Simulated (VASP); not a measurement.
# K (P6/mmm) in VASP: single point with PBE

Aim: the single point of K with PBE.

Everything below comes from runs of VASP 6.6.1. Logs are shortened: lines on timing, memory, paths and dates and some standing lists are left out, and cuts for length are marked.

### 1 The cell of the first run

The structure is hexagonal, space group P6/mmm (No. 191). Conventional cell: a = 7.528 Å, b = 7.528 Å, c = 4.542 Å, α = 90.00°, β = 90.00°, γ = 120.00°. K (site symmetry -6m2) has 11 K at 4.35 to 4.90 Å within 5.7 Å.

This isn't the form of K at room conditions, which is bcc.

### 2 Single point, PBE

The input, INCAR:

```
SYSTEM = K
PREC = Accurate ; ENCUT = 520
EDIFF = 1E-6 ; ISMEAR = 0
SIGMA = 0.1 ; LREAL = .False.
LASPH = .True. ; NELM = 100
ALGO = Fast ; ISIF = 2
LWAVE = .False. ; LCHARG = .True.
GGA = PE ; LELF = .True.
LVHAR = .True. ; NBANDS = 20
```

The input, KPOINTS:

```
Automatic mesh
0
Gamma
  9 9 10
  0 0 0
```

The input, POSCAR:

```
K
1.0
    7.5276478420      0.0000000000      0.0000000000
   -3.7638239210      6.5191342619      0.0000000000
    0.0000000000      0.0000000000      4.5415939682
K
3
Direct
    0.0000000000      0.0000000000      0.0000000000
    0.3333333333      0.6666666667      0.5000000000
    0.6666666667      0.3333333333      0.5000000000
```

Potentials or basis: VASP PAW PBE potentials, release 64 (K_sv).

Started as:

```sh
cat potpaw_PBE.64/K_sv/POTCAR > POTCAR
mpirun -np 1 vasp_std > vasp.out
```

OUTCAR:

```text
SYSTEM = K
   PREC = Accurate
   ENCUT = 520
   EDIFF = 1E-6
   ISMEAR = 0
   LREAL = .False.
   LASPH = .True.
   NELM = 100
   ISIF = 2
   GGA = PE

 ion  position               nearest neighbor table
   1  0.000  0.000  0.000-
   2  0.333  0.667  0.500-
   3  0.667  0.333  0.500-

  LATTYP: Found a hexagonal cell.
 ALAT       =     7.5276478420
 C/A-ratio  =     0.6033217897

  Lattice vectors:

 A1 = (   7.5276478420,   0.0000000000,   0.0000000000)
 A2 = (  -3.7638239210,   6.5191342619,   0.0000000000)
 A3 = (   0.0000000000,   0.0000000000,   4.5415939682)

Analysis of symmetry for initial positions (statically):
=====================================================================
 Subroutine PRICEL returns:
 Original cell was already a primitive cell.

 Routine SETGRP: Setting up the symmetry group for a
 hexagonal supercell.

 Subroutine GETGRP returns: Found 24 space group operations
 (whereof 24 operations were pure point group operations)
 out of a pool of 24 trial point group operations.

The static configuration has the point symmetry D_6h.

Analysis of symmetry for dynamics (positions and initial velocities):
=====================================================================
 Subroutine PRICEL returns:
 Original cell was already a primitive cell.

 Routine SETGRP: Setting up the symmetry group for a
 hexagonal supercell.

 Subroutine GETGRP returns: Found 24 space group operations
 (whereof 24 operations were pure point group operations)
 out of a pool of 24 trial point group operations.

The dynamic configuration has the point symmetry D_6h.

 Subroutine INISYM returns: Found 24 space group operations
 (whereof 24 operations are pure point group operations),
 and found     1 'primitive' translations

----------------------------------------------------------------------------------------

                                     Primitive cell

  volume of cell :     222.8730

  direct lattice vectors                    reciprocal lattice vectors
     7.527647842  0.000000000  0.000000000     0.132843621  0.076697301  0.000000000
    -3.763823921  6.519134262  0.000000000     0.000000000  0.153394601  0.000000000
     0.000000000  0.000000000  4.541593968     0.000000000  0.000000000  0.220187011

  length of vectors
     7.527647842  7.527647842  4.541593968     0.153394601  0.153394601  0.220187011

  position of ions in fractional coordinates (direct lattice)
     0.000000000  0.000000000  0.000000000
     0.333333333  0.666666667  0.500000000
     0.666666667  0.333333333  0.500000000

  ion indices of the primitive-cell ions
   primitive index   ion index
                 1           1
                 2           2
                 3           3

----------------------------------------------------------------------------------------

 KPOINTS: Automatic mesh

Automatic generation of k-mesh.
 Grid dimensions read from file:
 generate k-points for:    9    9   10

 Generating k-lattice:

  Cartesian coordinates                     Fractional coordinates (reciprocal lattice)
     0.014760402  0.008521922  0.000000000     0.111111111  0.000000000  0.000000000
     0.000000000  0.017043845  0.000000000     0.000000000  0.111111111  0.000000000
     0.000000000  0.000000000  0.022018701     0.000000000  0.000000000  0.100000000

  Length of vectors
     0.017043845  0.017043845  0.022018701

  Shift w.r.t. Gamma in fractional coordinates (k-lattice)
     0.000000000  0.000000000  0.000000000

 Subroutine IBZKPT returns following result:
 ===========================================

 Found     72 irreducible k-points:

 Following reciprocal coordinates:
            Coordinates               Weight
  0.000000  0.000000  0.000000      1.000000
  0.111111  0.000000  0.000000      6.000000
  0.222222  0.000000  0.000000      6.000000
  0.333333  0.000000  0.000000      6.000000
  0.444444  0.000000  0.000000      6.000000
  0.111111  0.111111  0.000000      6.000000
[... 16 lines left out ...]
  0.333333  0.222222  0.100000     24.000000
  0.333333  0.333333  0.100000      4.000000
 [... further k-points ...]
   k-points           NKPTS =     72   k-points in BZ     NKDIM =     72   number of bands    NBANDS=     20
   number of dos      NEDOS =    301   number of ions     NIONS =      3
   total plane-waves  NPLWV = 112896
   dimension x,y,z NGX =    56 NGY =   56 NGZ =   36
   dimension x,y,z NGXF=   112 NGYF=  112 NGZF=   72
   ions per type =               3
   NGX,Y,Z   is equivalent  to a cutoff of  12.37, 12.37, 13.18 a.u.
   NGXF,Y,Z  is equivalent  to a cutoff of  24.73, 24.73, 26.36 a.u.
 SYSTEM =  K
   PREC   = accura    normal or accurate (medium, high low for compatibility)
   ISTART =      0    job   : 0-new  1-cont  2-samecut
   ICHARG =      2    charge: 1-file 2-atom 10-const
   ISPIN  =      1    spin polarized calculation?
   LNONCOLLINEAR =      F non collinear calculations
   LSORBIT =      F    spin-orbit coupling
   LASPH  =      T    aspherical Exc in radial PAW
   ENCUT  =  520.0 eV  38.22 Ry    6.18 a.u.  14.00 14.00  8.44*2*pi/ulx,y,z
   NELM   =    100;   NELMIN=  2; NELMDL= -5     # of ELM steps
   EDIFF  = 0.1E-05   stopping-criterion for ELM
   LREAL  =      F    real-space projection
   EDIFFG = 0.1E-04   stopping-criterion for IOM
   NSW    =      0    number of steps for IOM
   IBRION =     -1    ionic relax: 0-MD 1-quasi-New 2-CG
   NFREE  =      0    steps in history (QN), initial steepest desc. (CG)
   ISIF   =      2    stress and relaxation
   ISYM   =      2    0-nonsym 1-usesym 2-fastsym
   POTIM  = 0.5000    time-step for ionic-motion
   TEBEG  =    0.0;   TEEND  =   0.0 temperature during run
   PSTRESS=    0.0 pullay stress
   NELECT =      27.0000    total number of electrons
   NUPDOWN=      -1.0000    fix difference up-down
   EMIN   =  10.00;   EMAX   =-10.00  energy-range for DOS
   EFERMI =   0.00;   METHOD = LEGACY
   ISMEAR =     0;   SIGMA  =   0.10  broadening in eV -4-tet -1-fermi 0-gaus
   EFERMI_NEDOS =   21; number of points for ismear=-14 and -15
   IALGO  =     68    algorithm
   IMIX   =      4    mixing-type and parameters
     AMIX     =   0.40;   BMIX     =  1.00
     AMIX_MAG =   1.60;   BMIX_MAG =  1.00
  volume/ion in A,a.u.               =      74.29       501.34
  Fermi-wavevector in a.u.,A,eV,Ry     =   0.810047  1.530767  8.927820  0.656176
  Thomas-Fermi vector in A             =   1.919150
   LORBIT       =      0    0 simple, 1 ext, 2 COOP (PROOUT), +10 PAW based schemes
   GGA     = PE    functional components
   LHFCALC =     F    Hartree Fock is set to
   AEXX    =    0.0000 exact exchange contribution
   IVDW    =     0    specifies the selected vdW correction
   LEPSILON=     F    determine dielectric tensor
   LRPA    =     F    only Hartree local field effects (RPA)
 non-spin polarized calculation
 RMM-DIIS sequential band-by-band and
 Gauss-broadening in eV      SIGMA  =   0.10
  energy-cutoff  :      520.00
  volume of cell :      222.87
 maximum number of plane-waves:      6026
 NGX is ok and might be reduce to    56
   NGX = 27   NGY = 27   NGZ = 17

 number of electron      27.0000000 magnetization

 Free energy of the ion-electron system (eV)
  ---------------------------------------------------
  ext. energy  EPLUGINS =         0.00000000
  ---------------------------------------------------
  free energy    TOTEN  =        -3.12039364 eV

  energy without entropy =       -3.10915412  energy(sigma->0) =       -3.11477388

 E-fermi :  -0.1332     XC(G=0):  -5.6258

 val. band max:       -0.1394098185   @ k =   0.2222   0.0000   0.5000
 cond. band min:      -0.1131159881   @ k =   0.4444   0.1111   0.4000
 fundamental gap:      0.0262938305
 Fermi energy:        -0.1332221738

 k-point     1 :       0.0000    0.0000    0.0000
  band No.  band energies     occupation
      1     -32.3201      2.00000
      2     -32.3145      2.00000
      3     -32.2251      2.00000
      4     -15.8284      2.00000
      5     -15.8284      2.00000
      6     -15.7805      2.00000
[... 12 lines left out ...]
     19       1.5619      0.00000
     20       3.5818      0.00000

 k-point     2 :       0.1111    0.0000    0.0000
  band No.  band energies     occupation
      1     -32.3199      2.00000
      2     -32.3147      2.00000
      3     -32.2251      2.00000
      4     -15.8293      2.00000
      5     -15.8276      2.00000
      6     -15.7808      2.00000
[... 12 lines left out ...]
     19       1.9169      0.00000
     20       3.6172      0.00000

 k-point     3 :       0.2222    0.0000    0.0000
  band No.  band energies     occupation
      1     -32.3195      2.00000
      2     -32.3151      2.00000
      3     -32.2251      2.00000
      4     -15.8314      2.00000
      5     -15.8251      2.00000
      6     -15.7824      2.00000
[... 12 lines left out ...]
     19       2.4490      0.00000
     20       3.6492      0.00000

 k-point     4 :       0.3333    0.0000    0.0000
  band No.  band energies     occupation
      1     -32.3189      2.00000
      2     -32.3157      2.00000
      3     -32.2251      2.00000
      4     -15.8336      2.00000
      5     -15.8208      2.00000
      6     -15.7861      2.00000
[... 12 lines left out ...]
     19       2.8809      0.00000
     20       3.4374      0.00000

 k-point     5 :       0.4444    0.0000    0.0000
  band No.  band energies     occupation
      1     -32.3183      2.00000
      2     -32.3163      2.00000
      3     -32.2251      2.00000
      4     -15.8350      2.00000
      5     -15.8164      2.00000
      6     -15.7904      2.00000
[... 12 lines left out ...]
     19       2.8840      0.00000
     20       3.1219      0.00000
[... 353 lines left out ...]
      6     -15.7927      2.00000
[... 12 lines left out ...]
     19       2.9811      0.00000
     20       3.1361      0.00000

 k-point    22 :       0.2222    0.2222    0.1000
  band No.  band energies     occupation
      1     -32.3183      2.00000
      2     -32.3159      2.00000
      3     -32.2249      2.00000
      4     -15.8333      2.00000
      5     -15.8172      2.00000
      6     -15.7901      2.00000
[... 12 lines left out ...]
     19       3.0361      0.00000
     20       3.0949      0.00000

 k-point    23 :       0.3333    0.2222    0.1000
  band No.  band energies     occupation
      1     -32.3177      2.00000
      2     -32.3165      2.00000
      3     -32.2249      2.00000
      4     -15.8341      2.00000
      5     -15.8117      2.00000
      6     -15.7965      2.00000
[... 12 lines left out ...]
     19       2.9619      0.00000
     20       3.2026      0.00000

 k-point    24 :       0.3333    0.3333    0.1000
  band No.  band energies     occupation
      1     -32.3171      2.00000
      2     -32.3171      2.00000
      3     -32.2249      2.00000
      4     -15.8342      2.00000
      5     -15.8044      2.00000
      6     -15.8044      2.00000
[... 12 lines left out ...]
     19       3.1483      0.00000
     20       3.1996      0.00000

 [... further k-points ...]

------------------------ aborting loop because EDIFF is reached ----------------------------------------

  FORCE on cell =-STRESS in cart. coord.  units (eV):
  Direction    XX          YY          ZZ          XY          YZ          ZX
  --------------------------------------------------------------------------------------
  -------------------------------------------------------------------------------------
  Total       -0.0082040     -0.0082040     -0.0288498      0.0000000     -0.0000000      0.0000000
  in kB       -0.0589764     -0.0589764     -0.2073935      0.0000000     -0.0000000      0.0000000
  external PRESSURE =      -0.1084488 kB  Pullay stress =       0.0000000 kB

 VOLUME and BASIS-vectors are now :
 -----------------------------------------------------------------------------
  energy-cutoff  :      520.00
  volume of cell :      222.87
      direct lattice vectors                 reciprocal lattice vectors
     7.527647842  0.000000000  0.000000000     0.132843621  0.076697301  0.000000000
    -3.763823921  6.519134262  0.000000000     0.000000000  0.153394601  0.000000000
     0.000000000  0.000000000  4.541593968     0.000000000  0.000000000  0.220187011

 POSITION                                       TOTAL-FORCE (eV/Angst)
 -----------------------------------------------------------------------------------
      0.00000      0.00000      0.00000         0.000000      0.000000      0.000000
     -0.00000      4.34609      2.27080         0.000000      0.000000      0.000000
      3.76382      2.17304      2.27080        -0.000000     -0.000000      0.000000
 -----------------------------------------------------------------------------------
    total drift:                                0.000000     -0.000000      0.000000

  FREE ENERGIE OF THE ION-ELECTRON SYSTEM (eV)
  ---------------------------------------------------
  free  energy   TOTEN  =        -3.1203936351 eV

  energy  without entropy=       -3.1091541193  energy(sigma->0) =       -3.11477388
```

It took 3.7 min on 1 thread of Intel Xeon Platinum 8488C (Sapphire Rapids), shared host; peak memory 0.47 GiB.

Results:

```yaml
Free_energy: -3.1204 eV
Pressure: 0.0 GPa
Band_gap_on_the_k_mesh: zero (an odd number of electrons rules out a gap without spin polarisation)
```

Levels at points of the mesh, in eV from the Fermi level:
| k point | band 11 | band 12 | band 13 | band 14 | band 15 | band 16 |
| --- | --- | --- | --- | --- | --- | --- |
| (0.00, 0.00, 0.00) | -15.57 | -15.55 | -2.15 | 1.16 | 1.16 | 1.17 |
| (0.00, 0.00, 0.50) | -15.57 | -15.57 | -0.28 | -0.15 | 1.80 | 1.80 |
